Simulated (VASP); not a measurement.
# CoSi2 (P3m1) in VASP: a series of runs, part 2 of 2

VASP 6.6.1. The steps go on from the part before.

### 3 Single point, PBE

This run uses another cell than the first one, of 14.21 Å³/atom, 1.051 times its volume.

INCAR

```
PREC     = Accurate       # precision mode
ENCUT    = 520            # plane-wave cutoff, eV
EDIFF    = 1E-6           # SCF threshold, eV
ISMEAR   = 0              # smearing method
SIGMA    = 0.15           # smearing width, eV
LREAL    = F              # projectors in reciprocal space
LASPH    = T              # aspherical terms in the spheres
NELM     = 100            # most SCF steps
ALGO     = Normal         # electronic algorithm
ISIF     = 2              # what is computed and relaxed
LWAVE    = F              # write WAVECAR
LCHARG   = T              # write CHGCAR
GGA      = PE             # functional
LELF     = T              # ELF
LVHAR    = T            
NBANDS   = 36             # bands
```

KPOINTS

```
regular mesh
0
Gamma
  14 14 5
```

POSCAR

```
CoSi2
1.0
    2.6799390577     -2.6799390577      0.0000000000
    2.6799390577      0.0000000000     -2.6799390577
    5.9372283846      5.9372283846      5.9372283846
Co Si
3 6
Direct
    1.0000000000      0.0000000000      0.8651577570
    0.3333333333      0.3333333333      0.5642385531
    0.6666666667      0.6666666667      0.2633193493
    0.6666666667      0.6666666667      0.4890087522
    1.0000000000      0.0000000000      0.1880895484
    0.3333333333      0.3333333333      0.7899279560
    0.6666666667      0.6666666667      0.0376299464
    1.0000000000      1.0000000000      0.6394683541
    0.3333333333      0.3333333333      0.3385491503
```

Potentials or basis: VASP PAW PBE potentials, release 64 (Co, Si).

Command:

```console
$ cat potpaw_PBE.64/Co/POTCAR potpaw_PBE.64/Si/POTCAR > POTCAR
$ mpirun -np 1 vasp_std > vasp.out
```

Run time: 5.7 min. Hardware: 1 thread of Intel Xeon 6975P-C (Granite Rapids), shared host; peak memory 0.49 GiB.

The run converged. Its results:

```
Free energy   : -56.0273 eV
Pressure      : -5.9 GPa
Largest force : 1.708 eV/Å
```

Forces on the atoms (eV/Å):
```
Co   0.986  0.986  0.986
Co  -0.010 -0.010 -0.010
Co  -0.654 -0.654 -0.654
Si  -0.058 -0.058 -0.058
Si  -0.258 -0.258 -0.258
Si  -0.040 -0.040 -0.040
Si  -0.532 -0.532 -0.532
Si   0.263  0.263  0.263
Si   0.304  0.304  0.304
```

Stress tensor (GPa, compression positive):
```
-5.92 -0.76 -0.76
-0.76 -5.92 -0.76
-0.76 -0.76 -5.92
```

Levels at points of the mesh, in eV from the Fermi level:
```tsv
k point	band 22	band 23	band 24	band 25	band 26	band 27	band 28	band 29	band 30	band 31
(0.00, 0.00, 0.00)	0.10	0.10	0.97	0.97	1.91	2.24	2.42	3.02	3.02	3.35
(0.50, 0.00, 0.00)	-1.16	-1.13	-1.11	-0.91	-0.65	0.35	0.37	1.74	2.04	2.58
```

Caveat: forces of over 1 eV/Å act on the atoms, so gaps and moduli don't describe the material at rest. Spin polarisation is off, so any magnetic state and its effect on volume and gap are missing.

### 4 Single point, PBE

This run uses another cell than the first one, of 15.60 Å³/atom, 1.153 times its volume.

INCAR

```
SYSTEM = CoSi2
  PREC = Accurate
  ENCUT = 520
  EDIFF = 1E-6
  ISMEAR = 0
  SIGMA = 0.15
  LREAL = .FALSE.
  LASPH = .TRUE.
  NELM = 60
  ALGO = Normal
  ISIF = 2
  LWAVE = .FALSE.
  LCHARG = .FALSE.
  GGA = PE
  NBANDS = 36
```

KPOINTS

```
regular mesh
0
G
  14 14 5
  0 0 0
```

POSCAR

```
CoSi2
1.0
    2.6799390577     -2.6799390577      0.0000000000
    2.6799390577      0.0000000000     -2.6799390577
    6.5145786538      6.5145786538      6.5145786538
Co Si
3 6
Direct
    1.0000000000      0.0000000000      0.7884837170
    0.3333333333      0.3333333333      0.5142332807
    0.6666666667      0.6666666667      0.2399828443
    0.6666666667      0.6666666667      0.4456706716
    1.0000000000      0.0000000000      0.1714202352
    0.3333333333      0.3333333333      0.7199211080
    0.6666666667      0.6666666667      0.0342950171
    1.0000000000      1.0000000000      0.5827958898
    0.3333333333      0.3333333333      0.3085454534
```

Potentials or basis: VASP PAW PBE potentials, release 64 (Co, Si).

Command:

```console
$ cat potpaw_PBE.64/Co/POTCAR potpaw_PBE.64/Si/POTCAR > POTCAR
$ mpirun -np 1 vasp_std > vasp.out
```

OUTCAR:

```text
SYSTEM = CoSi2
   PREC = Accurate
   ENCUT = 520
   EDIFF = 1E-6
   ISMEAR = 0
   LREAL = .FALSE.
   LASPH = .TRUE.
   NELM = 60
   ISIF = 2
   GGA = PE

 ion  position               nearest neighbor table
   1  0.000  0.000  0.788-   8 2.32   6 2.32   6 2.32   6 2.32
   2  0.333  0.333  0.514-   4 2.32   4 2.32   8 2.32   8 2.32   8 2.32   9 2.32   6 2.32   4 2.32

   3  0.667  0.667  0.240-   7 2.32   9 2.32   9 2.32   5 2.32   5 2.32   5 2.32   4 2.32   9 2.32

   4  0.667  0.667  0.446-   2 2.32   2 2.32   3 2.32   2 2.32   9 2.68   9 2.68   8 2.68   8 2.68
                             8 2.68   9 2.68
   5  0.000  0.000  0.171-   3 2.32   3 2.32   3 2.32   7 2.68   7 2.68   7 2.68   9 2.68   9 2.68
[... 1159 lines left out ...]
  external PRESSURE =     -47.9911752 kB  Pullay stress =       0.0000000 kB

 VOLUME and BASIS-vectors are now :
 -----------------------------------------------------------------------------
  energy-cutoff  :      520.00
  volume of cell :      140.36
      direct lattice vectors                 reciprocal lattice vectors
     2.679939058 -2.679939058  0.000000000     0.124380938 -0.248761876  0.124380938
     2.679939058  0.000000000 -2.679939058     0.124380938  0.124380938 -0.248761876
     6.514578654  6.514578654  6.514578654     0.051167290  0.051167290  0.051167290

 POSITION                                       TOTAL-FORCE (eV/Angst)
 -----------------------------------------------------------------------------------
      5.13664      5.13664      5.13664         0.271972      0.271972      0.271972
      5.13664      2.45670      2.45670         0.058111      0.058111      0.058111
      5.13664     -0.22324     -0.22324        -0.348978     -0.348978     -0.348978
      6.47661      1.11673      1.11673        -0.104119     -0.104119     -0.104119
      1.11673      1.11673      1.11673        -0.251511     -0.251511     -0.251511
      6.47661      3.79667      3.79667        -0.085199     -0.085199     -0.085199
      3.79667     -1.56321     -1.56321        -0.112624     -0.112624     -0.112624
      3.79667      3.79667      3.79667         0.319023      0.319023      0.319023
      3.79667      1.11673      1.11673         0.253326      0.253326      0.253326
 -----------------------------------------------------------------------------------
    total drift:                               -0.000194     -0.000194     -0.000194

  FREE ENERGIE OF THE ION-ELECTRON SYSTEM (eV)
  ---------------------------------------------------
  free  energy   TOTEN  =       -54.6646192883 eV

  energy  without entropy=      -54.6071998770  energy(sigma->0) =      -54.63590958
```

stdout:

```text
POSCAR found type information on POSCAR CoSi
 POSCAR found :  2 types and       9 ions
 scaLAPACK will be used
 LDA part: xc-table for (Slater+PW92), standard interpolation
 POSCAR, INCAR and KPOINTS ok, starting setup
 FFT: planning ... GRIDC
 FFT: planning ... GRID_SOFT
 FFT: planning ... GRID
 WAVECAR not read
 entering main loop
```

Wall time 6.1 min (1 thread of Intel Xeon 6975P-C (Granite Rapids), shared host); peak memory 0.52 GiB.

Results:

```
Free energy   : -54.6646 eV
Pressure      : -4.8 GPa
Largest force : 0.604 eV/Å
```

Forces on the atoms (eV/Å):
```
Co   0.272  0.272  0.272
Co   0.058  0.058  0.058
Co  -0.349 -0.349 -0.349
Si  -0.104 -0.104 -0.104
Si  -0.252 -0.252 -0.252
Si  -0.085 -0.085 -0.085
Si  -0.113 -0.113 -0.113
Si   0.319  0.319  0.319
Si   0.253  0.253  0.253
```

### 5 Overview

```tsv
cell	gap on the mesh (eV)	pressure (GPa)	largest force (eV/Å)
a = 3.790, b = 3.790, c = 9.784 Å, angles 90.0, 90.0, 60.0°, 9 atoms	none	-5.3	1.64
a = 3.790, b = 3.790, c = 10.284 Å, angles 90.0, 90.0, 60.0°, 9 atoms	none	-5.9	1.71
a = 3.790, b = 3.790, c = 11.284 Å, angles 90.0, 90.0, 60.0°, 9 atoms	none	-4.8	0.60
```

Alike in all rows: task single point; level PBE; potentials or basis VASP PAW PBE potentials, release 64 (Co, Si); no spin polarisation; k mesh 14 × 14 × 5; cutoff (eV) 520; smearing gaussian 0.15 eV.

Caveats: forces of over 1 eV/Å act on the atoms, so gaps and moduli don't describe the material at rest (some runs).

Absolute energies hang on the potentials; compare differences alone.
